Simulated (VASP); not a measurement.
Set up this calculation in VASP 6.6.1, as the native input.

* Task: single point
* Functional: PBE
* Potentials or basis: VASP PAW PBE potentials, release 64 (Mg, B)
* Cutoff: 520 eV
* k mesh: 5 × 5 × 5
* Occupations: fermi-dirac, width 0.04 eV
* Spin: no spin polarisation
* Dipole correction: no
* Further INCAR settings: ALGO = Normal; EDIFF = 1e-07; NBANDS = 10

The structure of MgB lies in POSCAR:

```
MgB
1.0
    2.8951500000      0.0000000000      0.0000000000
    0.0000000000      2.8951500000      0.0000000000
    0.0000000000      0.0000000000      2.8951500000
Mg B
1 1
Direct
    0.0000000000      0.0000000000      0.0000000000
    0.5000000000      0.5000000000      0.5000000000
```

The input as run:

INCAR

```
ALGO = Normal
EDIFF = 1E-7
ENCUT = 520
GGA = PE
ISIF = 2
ISMEAR = -1
LASPH = T
LCHARG = F
LREAL = F
LWAVE = F
NBANDS = 10
NELM = 80
PREC = Accurate
SIGMA = 0.04
```

KPOINTS

```
k-points
0
Gamma
  5 5 5
```

Potentials or basis: VASP PAW PBE potentials, release 64 (Mg, B).

The run is started by

```sh
$ cat potpaw_PBE.64/Mg/POTCAR potpaw_PBE.64/B/POTCAR > POTCAR
$ mpirun -np 1 vasp_std > vasp.out
```

It gave:

The pressure is 0.4 GPa and the band gap on the k mesh is zero (an odd number of electrons rules out a gap without spin polarisation).

Caveat: the k points lie up to 0.43 Å⁻¹ apart, too coarse for converged energies and pressures of a metal.

It took 5.7 s on 1 thread of Intel Xeon 8259CL, with other jobs on the host, peak memory 0.13 GiB.
